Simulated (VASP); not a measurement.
# SnSe (P6_3mc) in VASP: notebook, part 2 of 2

VASP 6.6.1. Earlier steps stand in the parts before.

### 3 Single point, PBE

This run uses another cell than the first one, of 35.04 Å³/atom, 1.018 times its volume.

Input file INCAR:

```
SYSTEM = SnSe
PREC = Accurate
ENCUT = 520
EDIFF = 1E-7
ISMEAR = -1
SIGMA = 0.02
LREAL = .False.
LASPH = .True.
NELM = 60
ALGO = Normal
ISIF = 2
LWAVE = .False.
LCHARG = .True.
GGA = PE
LELF = .True.
LVHAR = .True.
NBANDS = 28
```

Input file KPOINTS:

```
regular mesh
0
Gamma
  6 6 4
  0 0 0
```

Input file POSCAR:

```
SnSe
1.0
    5.1049254509      0.0000000000      0.0000000000
   -2.5524627255      4.4209951249      0.0000000000
    0.0000000000      0.0000000000      6.2109593727
Sn Se
2 2
Direct
    0.3333333333      0.6666666667     -0.0420226581
    0.6666666667      0.3333333333      0.4579773419
    0.3333333333      0.6666666667      0.4170226581
    0.6666666667      0.3333333333      0.9170226581
```

Potentials or basis: VASP PAW PBE potentials, release 64 (Sn_d, Se).

The run is started by

```sh
$ cat potpaw_PBE.64/Sn_d/POTCAR potpaw_PBE.64/Se/POTCAR > POTCAR
$ mpirun -np 1 vasp_std > vasp.out
```

OUTCAR:

```text
SYSTEM = SnSe
   PREC = Accurate
   ENCUT = 520
   EDIFF = 1E-7
   ISMEAR = -1
   LREAL = .False.
   LASPH = .True.
   NELM = 60
   ISIF = 2
   GGA = PE

 ion  position               nearest neighbor table
   1  0.333  0.667  0.958-   3 2.85   4 2.96   4 2.96   4 2.96
   2  0.667  0.333  0.458-   4 2.85   3 2.96   3 2.96   3 2.96
   3  0.333  0.667  0.417-   1 2.85   2 2.96   2 2.96   2 2.96
   4  0.667  0.333  0.917-   2 2.85   1 2.96   1 2.96   1 2.96

  LATTYP: Found a hexagonal cell.
 ALAT       =     5.1049254509
 C/A-ratio  =     1.2166601515

  Lattice vectors:

 A1 = (   5.1049254509,   0.0000000000,   0.0000000000)
 A2 = (  -2.5524627255,   4.4209951249,   0.0000000000)
 A3 = (   0.0000000000,   0.0000000000,   6.2109593727)

Analysis of symmetry for initial positions (statically):
=====================================================================
 Subroutine PRICEL returns:
 Original cell was already a primitive cell.

 Routine SETGRP: Setting up the symmetry group for a
 hexagonal supercell.

 Subroutine GETGRP returns: Found 12 space group operations
 (whereof  6 operations were pure point group operations)
 out of a pool of 24 trial point group operations.
[... 164 lines left out ...]

 E-fermi :   3.9377     XC(G=0):  -8.1958

 val. band max:        3.5359400961   @ k =   0.3333   0.3333   0.5000
 cond. band min:       4.3553038746   @ k =   0.3333   0.3333   0.5000
 fundamental gap:      0.8193637785
 Fermi energy:         3.9377282198

 k-point     1 :       0.0000    0.0000    0.0000
  band No.  band energies     occupation
      1     -18.1809      2.00000
      2     -18.1775      2.00000
      3     -18.1775      2.00000
      4     -18.1774      2.00000
      5     -18.1774      2.00000
      6     -18.1658      2.00000
[... 640 lines left out ...]
     27       9.2213      0.00000
     28       9.2213      0.00000

------------------------ aborting loop because EDIFF is reached ----------------------------------------

  FORCE on cell =-STRESS in cart. coord.  units (eV):
  Direction    XX          YY          ZZ          XY          YZ          ZX
  --------------------------------------------------------------------------------------
  -------------------------------------------------------------------------------------
  Total       -0.0042447     -0.0042447      0.0177798      0.0000000      0.0000000      0.0000000
  in kB       -0.0485163     -0.0485163      0.2032214      0.0000000      0.0000000      0.0000000
  external PRESSURE =       0.0353963 kB  Pullay stress =       0.0000000 kB

 VOLUME and BASIS-vectors are now :
 -----------------------------------------------------------------------------
  energy-cutoff  :      520.00
  volume of cell :      140.17
      direct lattice vectors                 reciprocal lattice vectors
     5.104925451  0.000000000  0.000000000     0.195889246  0.113096709  0.000000000
    -2.552462725  4.420995125  0.000000000     0.000000000  0.226193418  0.000000000
     0.000000000  0.000000000  6.210959373     0.000000000  0.000000000  0.161005722

 POSITION                                       TOTAL-FORCE (eV/Angst)
 -----------------------------------------------------------------------------------
     -0.00000      2.94733      5.94996        -0.000000      0.000000     -0.007961
      2.55246      1.47367      2.84448        -0.000000     -0.000000     -0.007961
     -0.00000      2.94733      2.59011         0.000000     -0.000000      0.007961
      2.55246      1.47367      5.69559         0.000000      0.000000      0.007961
 -----------------------------------------------------------------------------------
    total drift:                               -0.000000      0.000000     -0.000176

  FREE ENERGIE OF THE ION-ELECTRON SYSTEM (eV)
  ---------------------------------------------------
  free  energy   TOTEN  =       -16.0331766081 eV

  energy  without entropy=      -16.0331766080  energy(sigma->0) =      -16.03317661
```

It took 90 s on 1 thread of Intel Xeon Platinum 8259CL at 2.50GHz (Skylake/Cascade Lake), shared host; peak memory 0.29 GiB.

What came out:

```yaml
Free_energy: -16.0332 eV
Pressure: 0.0 GPa
Largest_force: 0.008 eV/Å
Band_gap_on_the_k_mesh: 0.82 eV, direct
```

Forces in eV/Å, atoms in the order of the input:
```
Sn   0.000  0.000 -0.008
Sn   0.000  0.000 -0.008
Se   0.000  0.000  0.008
Se   0.000  0.000  0.008
```

Caveat: spin-orbit coupling is left out, which moves the levels of the heavy elements.

### 4 Single point, r2SCAN

Input file POSCAR:

```
SnSe
1.0
    5.0747781155      0.0000000000      0.0000000000
   -2.5373890578      4.3948867666      0.0000000000
    0.0000000000      0.0000000000      6.1736754650
Sn Se
2 2
Direct
    0.3333333333      0.6666666667     -0.0391356320
    0.6666666667      0.3333333333      0.4608643680
    0.3333333333      0.6666666667      0.4141356320
    0.6666666667      0.3333333333      0.9141356320
```

Input file INCAR.step1:

```
PREC = Accurate
ENCUT = 520
ISMEAR = -1
SIGMA = 0.02
LREAL = F
LASPH = T
NELM = 80
NBANDS = 28
GGA = PE
ALGO = Normal
EDIFF = 1E-4
LWAVE = T
LCHARG = F
```

Input file INCAR.step2:

```
PREC = Accurate
ENCUT = 520
EDIFF = 1E-6
ISMEAR = -1
SIGMA = 0.02
LREAL = F
LASPH = T
NELM = 80
ALGO = Normal
ISIF = 2
LWAVE = F
LCHARG = T
METAGGA = R2SCAN
LMIXTAU = T
LELF = T
LVHAR = T
NBANDS = 28
ISTART = 1
```

Input file KPOINTS:

```
Automatic mesh
0
Gamma
  6 6 4
```

The run is started by

```sh
$ cat potpaw_PBE.64/Sn_d/POTCAR potpaw_PBE.64/Se/POTCAR > POTCAR
$ cp INCAR.step1 INCAR
$ mpirun -np 1 vasp_std > vasp.out
$ cp INCAR.step2 INCAR
$ mpirun -np 1 vasp_std > vasp.out
```

Wall time 4.9 min (1 thread of Intel Xeon Platinum 8259CL at 2.50GHz (Skylake/Cascade Lake), shared host); peak memory 0.32 GiB.

It converged, with:

```
Free energy            : -79.2141 eV
Pressure               : 0.0 GPa
Largest force          : 0.008 eV/Å
Band gap on the k mesh : 1.00 eV, indirect (least direct gap 1.03 eV)
```

Forces on the atoms (eV/Å):
```
Sn   0.000  0.000 -0.008
Sn   0.000  0.000 -0.008
Se   0.000  0.000  0.008
Se   0.000  0.000  0.008
```

Levels at points of the mesh, in eV from the valence-band top:
| k point | band 17 | band 18 | band 19 | band 20 | band 21 | band 22 | band 23 | band 24 |
| --- | --- | --- | --- | --- | --- | --- | --- | --- |
| (0.00, 0.00, 0.00) | -3.85 | -2.58 | -2.58 | -2.56 | 1.13 | 1.13 | 2.75 | 2.75 |
| (0.50, 0.00, 0.00) | -3.69 | -2.93 | -2.23 | -0.84 | 2.25 | 3.02 | 3.13 | 3.96 |
| (0.00, 0.00, 0.50) | -3.26 | -3.26 | -1.78 | -1.78 | 1.62 | 1.62 | 1.62 | 1.62 |
| (0.50, 0.00, 0.50) | -2.74 | -2.74 | -0.91 | -0.91 | 1.19 | 1.19 | 2.85 | 2.85 |

Caveat: the PAW data sets were made with another functional, which shifts forces and pressure a little; spin-orbit coupling is left out, which moves the levels of the heavy elements.

### 5 Single point, r2SCAN

POSCAR is that of step 4.

Input file INCAR.step1:

```
ALGO = Normal ; EDIFF = 1E-4
ENCUT = 520 ; GGA = PE
ISMEAR = 0 ; LASPH = T
LCHARG = F ; LREAL = F
LWAVE = T ; NBANDS = 28
NELM = 80 ; PREC = Accurate
SIGMA = 0.01
```

Input file INCAR.step2:

```
ALGO = Normal ; EDIFF = 1E-7
ENCUT = 520 ; ISIF = 2
ISMEAR = 0 ; ISTART = 1
LASPH = T ; LCHARG = F
LMIXTAU = T ; LREAL = F
LWAVE = F ; METAGGA = R2SCAN
NBANDS = 28 ; NELM = 80
PREC = Accurate ; SIGMA = 0.01
```

Input file KPOINTS:

```
k-points
0
Gamma
  6 6 4
```

The run is started by

```sh
$ cat potpaw_PBE.64/Sn_d/POTCAR potpaw_PBE.64/Se/POTCAR > POTCAR
$ cp INCAR.step1 INCAR
$ mpirun -np 1 vasp_std > vasp.out
$ cp INCAR.step2 INCAR
$ mpirun -np 1 vasp_std > vasp.out
```

Run time: 6.7 min. Hardware: 1 thread of Intel Xeon Platinum 8259CL at 2.50GHz (Skylake/Cascade Lake), shared host; peak memory 0.32 GiB.

It converged, with:

```
Free energy            : -79.2141 eV
Pressure               : 0.0 GPa
Largest force          : 0.008 eV/Å
Band gap on the k mesh : 1.00 eV, indirect (least direct gap 1.03 eV)
```

Forces in eV/Å, atoms in the order of the input:
```
Sn   0.000  0.000 -0.008
Sn   0.000  0.000 -0.008
Se   0.000  0.000  0.008
Se   0.000  0.000  0.008
```

Levels at points of the mesh, in eV from the valence-band top:
```tsv
k point	band 16	band 17	band 18	band 19	band 20	band 21	band 22	band 23	band 24	band 25
(0.00, 0.00, 0.00)	-3.85	-3.85	-2.58	-2.58	-2.56	1.13	1.13	2.75	2.75	4.35
(0.50, 0.00, 0.00)	-4.47	-3.69	-2.93	-2.23	-0.84	2.25	3.02	3.13	3.96	4.86
(0.00, 0.00, 0.50)	-3.26	-3.26	-3.26	-1.78	-1.78	1.62	1.62	1.62	1.62	2.18
(0.50, 0.00, 0.50)	-3.80	-2.74	-2.74	-0.91	-0.91	1.19	1.19	2.85	2.85	3.82
```

Caveat: the PAW data sets were made with another functional, which shifts forces and pressure a little; spin-orbit coupling is left out, which moves the levels of the heavy elements. A k mesh can miss the band edges.

### 6 The runs side by side

```csv
level,potentials or basis,cell,smearing,gap on the mesh (eV),pressure (GPa),largest force (eV/Å)
LDA,"VASP PAW LDA potentials, release 64 (Sn_d, Se)","a = 5.075, b = 5.075, c = 6.174 Å, angles 90.0, 90.0, 120.0°, 4 atoms",gaussian 0.01 eV,0.84,-2.2,0.02
PBE,"VASP PAW PBE potentials, release 64 (Sn_d, Se)","a = 5.105, b = 5.105, c = 6.211 Å, angles 90.0, 90.0, 120.0°, 4 atoms",fermi-dirac 0.02 eV,0.82,0.0,0.01
r2SCAN,"VASP PAW PBE potentials, release 64 (Sn_d, Se)","a = 5.075, b = 5.075, c = 6.174 Å, angles 90.0, 90.0, 120.0°, 4 atoms",fermi-dirac 0.02 eV,1.00,0.0,0.01
r2SCAN,"VASP PAW PBE potentials, release 64 (Sn_d, Se)","a = 5.075, b = 5.075, c = 6.174 Å, angles 90.0, 90.0, 120.0°, 4 atoms",gaussian 0.01 eV,1.00,0.0,0.01
```

Alike in all rows: task single point; no spin polarisation; k mesh 6 × 6 × 4; cutoff (eV) 520.

Caveats: spin-orbit coupling is left out, which moves the levels of the heavy elements; the PAW data sets were made with another functional, which shifts forces and pressure a little (some runs).

Total energies depend on the potentials used, so only differences within one code and one set of settings carry meaning.
